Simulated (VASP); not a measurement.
Write the native input for VASP 6.6.1 that does the following.

```
Task                   : single point
Functional             : PBE
Potentials or basis    : VASP PAW PBE potentials, release 64 (W_sv)
Cutoff                 : 520 eV
k mesh                 : 14 × 14 × 14
Occupations            : fermi-dirac, width 0.05 eV
Spin                   : no spin polarisation
Dipole correction      : no
Further INCAR settings : ALGO = Normal; EDIFF = 1e-07; NBANDS = 13
```

The structure of W lies in POSCAR:

```
W
1.0
   -0.0609000000      1.9995500000      1.9995500000
    1.9995500000     -0.0609000000      1.9995500000
    1.9995500000      1.9995500000     -0.0609000000
W
1
Direct
    0.0000000000      0.0000000000      0.0000000000
```

This cell differs from its parent crystal: equal xy, yz and zx shear strains of -3 %.

One way to write it, as run:

INCAR

```
PREC     = Accurate       # precision mode
ENCUT    = 520            # plane-wave cutoff, eV
EDIFF    = 1E-7           # SCF threshold, eV
ISMEAR   = -1             # smearing method
SIGMA    = 0.05           # smearing width, eV
LREAL    = False          # projectors in reciprocal space
LASPH    = True           # aspherical terms in the spheres
NELM     = 100            # most SCF steps
ALGO     = Normal         # electronic algorithm
ISIF     = 2              # what is computed and relaxed
LWAVE    = False          # write WAVECAR
LCHARG   = False          # write CHGCAR
GGA      = PE             # functional
NBANDS   = 13             # bands
```

KPOINTS

```
regular mesh
0
Gamma
  14 14 14
```

Potentials or basis: VASP PAW PBE potentials, release 64 (W_sv).

Run with:

```console
$ cat potpaw_PBE.64/W_sv/POTCAR > POTCAR
$ mpirun -np 1 vasp_std > vasp.out
```

Results of the run:

| Item | Value |
| --- | --- |
| Pressure | -3.6 GPa |
| Band gap on the k mesh | zero (band 7 reaches 13.19 eV, above the bottom of band 8 at 9.66 eV) |

Caveat: the cell differs from its parent crystal (equal xy, yz and zx shear strains of -3 %); spin-orbit coupling is left out, which moves the levels of the heavy elements.

Run time: 17 s on 1 thread of Intel(R) Xeon(R) 6975P-C (Granite Rapids), on a shared host, peak memory 0.19 GiB.
